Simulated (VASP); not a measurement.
# BN (P3m1) in VASP: further runs, part 2 of 2

VASP 6.6.1.

### Step 4. Single point, r2SCAN (the distance across one plane changed)

Input file POSCAR:

```
BN
1.0
    1.8048137541     -1.8048137541      0.0000000000
    1.8048137541      0.0000000000     -1.8048137541
    7.7966052856      7.7966052856      7.7966052856
B N
6 6
Direct
    1.0000000000      0.0000000000      0.3664904187
    0.3333333333      0.3333333333      0.2121656677
    0.6666666667      0.6666666667      0.5208151697
    1.0000000000      1.0000000000      0.8294646717
    0.3333333333      0.3333333333      0.6751399207
    0.6666666667      0.6666666667      0.0578409167
    0.6666666667      0.6666666667      0.4050716064
    0.0000000000      0.0000000000      0.2507468554
    0.3333333333      0.3333333333      0.5593963575
    0.6666666667      0.6666666667      0.8680458595
    0.0000000000      0.0000000000      0.7137211085
    0.3333333333      0.3333333333      0.0964221044
```

Input file INCAR.step1:

```
PREC = Accurate
ENCUT = 520
ISMEAR = 0
SIGMA = 0.05
LREAL = F
LASPH = T
NELM = 100
NBANDS = 36
GGA = PE
ALGO = Normal
EDIFF = 1E-4
LWAVE = T
LCHARG = F
```

Input file INCAR.step2:

```
PREC = Accurate
ENCUT = 520
EDIFF = 1E-6
ISMEAR = 0
SIGMA = 0.05
LREAL = F
LASPH = T
NELM = 100
ALGO = Normal
ISIF = 2
LWAVE = F
LCHARG = F
METAGGA = R2SCAN
LMIXTAU = T
NBANDS = 36
ISTART = 1
```

Input file KPOINTS:

```
Automatic mesh
0
Gamma
  10 10 2
```

Potentials or basis: VASP PAW PBE potentials, release 64 (B, N).

Started as:

```bash
> cat potpaw_PBE.64/B/POTCAR potpaw_PBE.64/N/POTCAR > POTCAR
> cp INCAR.step1 INCAR
> mpirun -np 1 vasp_std > vasp.out
> cp INCAR.step2 INCAR
> mpirun -np 1 vasp_std > vasp.out
```

OUTCAR:

```text
PREC = Accurate
   ENCUT = 520
   EDIFF = 1E-6
   ISMEAR = 0
   LREAL = F
   LASPH = T
   NELM = 100
   ISIF = 2
   METAGGA = R2SCAN
   ISTART = 1

 ion  position               nearest neighbor table
   1  0.000  0.000  0.366-   7 1.56   7 1.56   7 1.56   8 1.56
   2  0.333  0.333  0.212-   8 1.56   8 1.56   8 1.56  12 1.56
   3  0.667  0.667  0.521-   9 1.56   9 1.56   9 1.56   7 1.56
   4  0.000  0.000  0.829-  11 1.56  10 1.56  10 1.56  10 1.56
   5  0.333  0.333  0.675-   9 1.56  11 1.56  11 1.56  11 1.56
   6  0.667  0.667  0.058-  12 1.56  12 1.56  12 1.56
   7  0.667  0.667  0.405-   1 1.56   1 1.56   1 1.56   3 1.56
   8  0.000  0.000  0.251-   2 1.56   2 1.56   2 1.56   1 1.56
   9  0.333  0.333  0.559-   5 1.56   3 1.56   3 1.56   3 1.56
  10  0.667  0.667  0.868-   4 1.56   4 1.56   4 1.56
  11  0.000  0.000  0.714-   4 1.56   5 1.56   5 1.56   5 1.56
  12  0.333  0.333  0.096-   6 1.56   6 1.56   6 1.56   2 1.56

  LATTYP: Found a hexagonal cell.
 ALAT       =     2.5523920886
 C/A-ratio  =     5.2907688209

  Lattice vectors:

 A1 = (  -1.8048137541,   0.0000000000,   1.8048137541)
 A2 = (   1.8048137541,  -1.8048137541,  -0.0000000000)
 A3 = (   7.7966052856,   7.7966052856,   7.7966052856)

Analysis of symmetry for initial positions (statically):
=====================================================================
 Subroutine PRICEL returns:
 Original cell was already a primitive cell.

 Routine SETGRP: Setting up the symmetry group for a
 hexagonal supercell.

 Subroutine GETGRP returns: Found  6 space group operations
 (whereof  6 operations were pure point group operations)
 out of a pool of 24 trial point group operations.

The static configuration has the point symmetry C_3v.

Analysis of symmetry for dynamics (positions and initial velocities):
=====================================================================
[... 153 lines left out ...]
  Thomas-Fermi vector in A             =   2.526094
   LORBIT       =      0    0 simple, 1 ext, 2 COOP (PROOUT), +10 PAW based schemes
   METAGGA = R2SCAN    functional components
   LHFCALC =     F    Hartree Fock is set to
   AEXX    =    0.0000 exact exchange contribution
   IVDW    =     0    specifies the selected vdW correction
   LEPSILON=     F    determine dielectric tensor
   LRPA    =     F    only Hartree local field effects (RPA)
 non-spin polarized calculation
 Gauss-broadening in eV      SIGMA  =   0.05
  energy-cutoff  :      520.00
  volume of cell :       76.19
 maximum number of plane-waves:      2079
   NGX =  9   NGY =  9   NGZ = 51

 number of electron      48.0000001 magnetization

 Free energy of the ion-electron system (eV)
  ---------------------------------------------------
  ext. energy  EPLUGINS =         0.00000000
  ---------------------------------------------------
  free energy    TOTEN  =      -112.14862669 eV

  energy without entropy =     -112.14862669  energy(sigma->0) =     -112.14862669

 E-fermi :   8.2729     XC(G=0): -13.1773

 val. band max:        7.9604091873   @ k =   0.0000   0.0000   0.0000
 cond. band min:       9.3997829473   @ k =   0.5000   0.0000   0.0000
 fundamental gap:      1.4393737600
 Fermi energy:         8.2729192488

 k-point     1 :       0.0000    0.0000    0.0000
  band No.  band energies     occupation
      1     -15.8751      2.00000
      2     -14.7444      2.00000
      3     -13.8009      2.00000
      4     -12.7952      2.00000
      5     -11.6398      2.00000
      6      -9.4988      2.00000
[... 925 lines left out ...]
     35      18.6317      0.00000
     36      18.9180      0.00000

 [... further k-points ...]
[... 5 lines left out ...]
  --------------------------------------------------------------------------------------
  -------------------------------------------------------------------------------------
  Total       -2.7681991     -2.7681991     -2.7681991     -2.1198015     -2.1198015     -2.1198015
  in kB      -58.2125097    -58.2125097    -58.2125097    -44.5773451    -44.5773451    -44.5773451
  external PRESSURE =     -58.2125097 kB  Pullay stress =       0.0000000 kB

 VOLUME and BASIS-vectors are now :
 -----------------------------------------------------------------------------
  energy-cutoff  :      520.00
  volume of cell :       76.19
      direct lattice vectors                 reciprocal lattice vectors
     1.804813754 -1.804813754  0.000000000     0.184691264 -0.369382528  0.184691264
     1.804813754  0.000000000 -1.804813754     0.184691264  0.184691264 -0.369382528
     7.796605286  7.796605286  7.796605286     0.042753650  0.042753650  0.042753650

 POSITION                                       TOTAL-FORCE (eV/Angst)
 -----------------------------------------------------------------------------------
      2.85738      2.85738      2.85738         0.401827      0.401827      0.401827
      2.85738      1.05257      1.05257         0.502696      0.502696      0.502696
      6.46701      2.85738      2.85738         0.396635      0.396635      0.396635
      6.46701      6.46701      6.46701         1.897558      1.897558      1.897558
      6.46701      4.66219      4.66219         0.442857      0.442857      0.442857
      2.85738     -0.75225     -0.75225        -0.345092     -0.345092     -0.345092
      5.56460      1.95497      1.95497        -0.397094     -0.397094     -0.397094
      1.95497      1.95497      1.95497        -0.418085     -0.418085     -0.418085
      5.56460      3.75979      3.75979        -0.402231     -0.402231     -0.402231
      9.17423      5.56460      5.56460         0.033704      0.033704      0.033704
      5.56460      5.56460      5.56460        -0.553830     -0.553830     -0.553830
      1.95497      0.15016      0.15016        -1.558944     -1.558944     -1.558944
 -----------------------------------------------------------------------------------
    total drift:                               -0.000559     -0.000559     -0.000559

  FREE ENERGIE OF THE ION-ELECTRON SYSTEM (eV)
  ---------------------------------------------------
  free  energy   TOTEN  =      -112.1486266907 eV

  energy  without entropy=     -112.1486266907  energy(sigma->0) =     -112.14862669
```

OSZICAR.step1:

```text
N       E                     dE             d eps       ncg     rms          rms(c)
DAV:   1     0.183275173848E+03    0.18328E+03   -0.25381E+04  2016   0.130E+03
DAV:   2    -0.973987437265E+02   -0.28067E+03   -0.26559E+03  2580   0.297E+02
DAV:   3    -0.108798391132E+03   -0.11400E+02   -0.11322E+02  2640   0.591E+01
DAV:   4    -0.108919220995E+03   -0.12083E+00   -0.12061E+00  2672   0.621E+00
DAV:   5    -0.108921355129E+03   -0.21341E-02   -0.21330E-02  2596   0.793E-01    0.168E+01
DAV:   6    -0.102430067065E+03    0.64913E+01   -0.15413E+01  2656   0.231E+01    0.817E+00
DAV:   7    -0.102169604893E+03    0.26046E+00   -0.23398E+00  2592   0.911E+00    0.524E+00
DAV:   8    -0.102023219406E+03    0.14639E+00   -0.22844E-01  2680   0.461E+00    0.246E+00
DAV:   9    -0.102011413018E+03    0.11806E-01   -0.15649E-01  2676   0.254E+00    0.543E-01
DAV:  10    -0.102005428313E+03    0.59847E-02   -0.19131E-02  2688   0.100E+00    0.232E-01
DAV:  11    -0.102005380142E+03    0.48171E-04   -0.64458E-03  2676   0.435E-01    0.112E-01
DAV:  12    -0.102005299857E+03    0.80286E-04   -0.13042E-03  2532   0.189E-01    0.416E-02
DAV:  13    -0.102005328614E+03   -0.28757E-04   -0.83526E-05  1416   0.635E-02
   1 F= -.10200533E+03 E0= -.10200533E+03  d E =-.443542E-11
```

It took 9 min on 1 thread of AMD EPYC 7R13, shared host; peak memory 0.19 GiB.

What came out:

* Free energy: -112.1486 eV
* Pressure: -5.8 GPa
* Largest force: 3.287 eV/Å
* Band gap on the k mesh: 1.44 eV (least direct gap 2.25 eV)

Forces in eV/Å, atoms in the order of the input:
```
B    0.402  0.402  0.402
B    0.503  0.503  0.503
B    0.397  0.397  0.397
B    1.898  1.898  1.898
B    0.443  0.443  0.443
B   -0.345 -0.345 -0.345
N   -0.397 -0.397 -0.397
N   -0.418 -0.418 -0.418
N   -0.402 -0.402 -0.402
N    0.034  0.034  0.034
N   -0.554 -0.554 -0.554
N   -1.559 -1.559 -1.559
```

Caveat: the cell differs from its parent crystal (the distance across one plane changed); the cell stands under tension; the PAW data sets were made with another functional, which shifts forces and pressure a little. A k mesh can miss the band edges.

### Step 5. Single point, r2SCAN (the distance across one plane changed)

Input file POSCAR:

```
BN
1.0
    1.8048137541     -1.8048137541      0.0000000000
    1.8048137541      0.0000000000     -1.8048137541
    8.0852804202      8.0852804202      8.0852804202
B N
6 6
Direct
    1.0000000000      0.0000000000      0.3534053226
    0.3333333333      0.3333333333      0.2045905498
    0.6666666667      0.6666666667      0.5022200955
    1.0000000000      1.0000000000      0.7998496413
    0.3333333333      0.3333333333      0.6510348684
    0.6666666667      0.6666666667      0.0557757769
    0.6666666667      0.6666666667      0.3906090159
    0.0000000000      0.0000000000      0.2417942430
    0.3333333333      0.3333333333      0.5394237887
    0.6666666667      0.6666666667      0.8370533345
    0.0000000000      0.0000000000      0.6882385616
    0.3333333333      0.3333333333      0.0929794701
```

Input file INCAR.step1:

```
PREC = Accurate ; ENCUT = 520
ISMEAR = 0 ; SIGMA = 0.05
LREAL = F ; LASPH = T
NELM = 60 ; NBANDS = 36
GGA = PE ; ALGO = Normal
EDIFF = 1E-4 ; LWAVE = T
LCHARG = F
```

Input file INCAR.step2:

```
PREC = Accurate ; ENCUT = 520
EDIFF = 1E-6 ; ISMEAR = 0
SIGMA = 0.05 ; LREAL = F
LASPH = T ; NELM = 60
ALGO = Normal ; ISIF = 2
LWAVE = F ; LCHARG = F
METAGGA = R2SCAN ; LMIXTAU = T
NBANDS = 36 ; ISTART = 1
```

Input file KPOINTS:

```
regular mesh
0
Gamma
  10 10 2
```

Potentials or basis: VASP PAW PBE potentials, release 64 (B, N).

Started as:

```bash
> cat potpaw_PBE.64/B/POTCAR potpaw_PBE.64/N/POTCAR > POTCAR
> cp INCAR.step1 INCAR
> mpirun -np 1 vasp_std > vasp.out
> cp INCAR.step2 INCAR
> mpirun -np 1 vasp_std > vasp.out
```

OUTCAR:

```text
PREC = Accurate
   ENCUT = 520
   EDIFF = 1E-6
   ISMEAR = 0
   LREAL = F
   LASPH = T
   NELM = 60
   ISIF = 2
   METAGGA = R2SCAN
   ISTART = 1

 ion  position               nearest neighbor table
   1  0.000  0.000  0.353-   8 1.56   7 1.56   7 1.56   7 1.56
   2  0.333  0.333  0.205-   8 1.56   8 1.56   8 1.56  12 1.56
   3  0.667  0.667  0.502-   7 1.56   9 1.56   9 1.56   9 1.56
   4  0.000  0.000  0.800-  10 1.56  10 1.56  10 1.56  11 1.56
   5  0.333  0.333  0.651-  11 1.56  11 1.56  11 1.56   9 1.56
   6  0.667  0.667  0.056-  12 1.56  12 1.56  12 1.56
   7  0.667  0.667  0.391-   3 1.56   1 1.56   1 1.56   1 1.56
   8  0.000  0.000  0.242-   1 1.56   2 1.56   2 1.56   2 1.56
   9  0.333  0.333  0.539-   3 1.56   3 1.56   3 1.56   5 1.56
  10  0.667  0.667  0.837-   4 1.56   4 1.56   4 1.56
  11  0.000  0.000  0.688-   5 1.56   5 1.56   5 1.56   4 1.56
  12  0.333  0.333  0.093-   6 1.56   6 1.56   6 1.56   2 1.56

  LATTYP: Found a hexagonal cell.
 ALAT       =     2.5523920886
[... 215 lines left out ...]
      5     -12.1096      2.00000
      6      -9.6508      2.00000
[... 925 lines left out ...]
     35      18.0210      0.00000
     36      18.3882      0.00000

 [... further k-points ...]

------------------------ aborting loop because EDIFF is reached ----------------------------------------

  FORCE on cell =-STRESS in cart. coord.  units (eV):
  Direction    XX          YY          ZZ          XY          YZ          ZX
  --------------------------------------------------------------------------------------
  -------------------------------------------------------------------------------------
  Total       -2.2753582     -2.2753582     -2.2753582     -1.5029803     -1.5029803     -1.5029803
  in kB      -46.1401746    -46.1401746    -46.1401746    -30.4777392    -30.4777392    -30.4777392
  external PRESSURE =     -46.1401746 kB  Pullay stress =       0.0000000 kB

 VOLUME and BASIS-vectors are now :
 -----------------------------------------------------------------------------
  energy-cutoff  :      520.00
  volume of cell :       79.01
      direct lattice vectors                 reciprocal lattice vectors
     1.804813754 -1.804813754  0.000000000     0.184691264 -0.369382528  0.184691264
     1.804813754  0.000000000 -1.804813754     0.184691264  0.184691264 -0.369382528
     8.085280420  8.085280420  8.085280420     0.041227183  0.041227183  0.041227183

 POSITION                                       TOTAL-FORCE (eV/Angst)
 -----------------------------------------------------------------------------------
      2.85738      2.85738      2.85738         0.437848      0.437848      0.437848
      2.85738      1.05257      1.05257         0.569012      0.569012      0.569012
      6.46701      2.85738      2.85738         0.434355      0.434355      0.434355
      6.46701      6.46701      6.46701         2.320228      2.320228      2.320228
      6.46701      4.66219      4.66219         0.527950      0.527950      0.527950
      2.85738     -0.75225     -0.75225         0.256621      0.256621      0.256621
      5.56460      1.95497      1.95497        -0.431234     -0.431234     -0.431234
      1.95497      1.95497      1.95497        -0.456924     -0.456924     -0.456924
      5.56460      3.75979      3.75979        -0.445757     -0.445757     -0.445757
      9.17423      5.56460      5.56460        -0.874268     -0.874268     -0.874268
      5.56460      5.56460      5.56460        -0.706628     -0.706628     -0.706628
      1.95497      0.15016      0.15016        -1.631204     -1.631204     -1.631204
 -----------------------------------------------------------------------------------
    total drift:                               -0.000537     -0.000537     -0.000537

  FREE ENERGIE OF THE ION-ELECTRON SYSTEM (eV)
  ---------------------------------------------------
  free  energy   TOTEN  =      -111.0184473872 eV

  energy  without entropy=     -111.0184470554  energy(sigma->0) =     -111.01844722
```

Run time: 9.9 min. Hardware: 1 thread of AMD EPYC 7R13, shared host; peak memory 0.2 GiB.

What came out:

```
Free energy            : -111.0184 eV
Pressure               : -4.6 GPa
Largest force          : 4.019 eV/Å
Band gap on the k mesh : 0.28 eV (least direct gap 0.66 eV)
```

Forces in eV/Å, atoms in the order of the input:
```
B    0.438  0.438  0.438
B    0.569  0.569  0.569
B    0.434  0.434  0.434
B    2.320  2.320  2.320
B    0.528  0.528  0.528
B    0.257  0.257  0.257
N   -0.431 -0.431 -0.431
N   -0.457 -0.457 -0.457
N   -0.446 -0.446 -0.446
N   -0.874 -0.874 -0.874
N   -0.707 -0.707 -0.707
N   -1.631 -1.631 -1.631
```

Caveat: the cell differs from its parent crystal (the distance across one plane changed); the cell stands under tension; the PAW data sets were made with another functional, which shifts forces and pressure a little. A k mesh can miss the band edges.

### Step 6. The runs side by side

```tsv
cell	gap on the mesh (eV)	pressure (GPa)	largest force (eV/Å)
a = 2.552, b = 2.552, c = 13.004 Å, angles 90.0, 90.0, 60.0°, 12 atoms	3.47	-5.7	2.03
a = 2.552, b = 2.552, c = 13.254 Å, angles 90.0, 90.0, 60.0°, 12 atoms	2.37	-6.1	2.73
a = 2.552, b = 2.552, c = 13.504 Å, angles 90.0, 90.0, 60.0°, 12 atoms	1.44	-5.8	3.29
a = 2.552, b = 2.552, c = 14.004 Å, angles 90.0, 90.0, 60.0°, 12 atoms	0.28	-4.6	4.02
```

Alike in all rows: task single point; level r2SCAN; potentials or basis VASP PAW PBE potentials, release 64 (B, N); no spin polarisation; k mesh 10 × 10 × 2; cutoff (eV) 520; smearing gaussian 0.05 eV.

Caveats: the cell stands under tension; the PAW data sets were made with another functional, which shifts forces and pressure a little.

Total energies depend on the potentials used, so only differences within one code and one set of settings carry meaning.
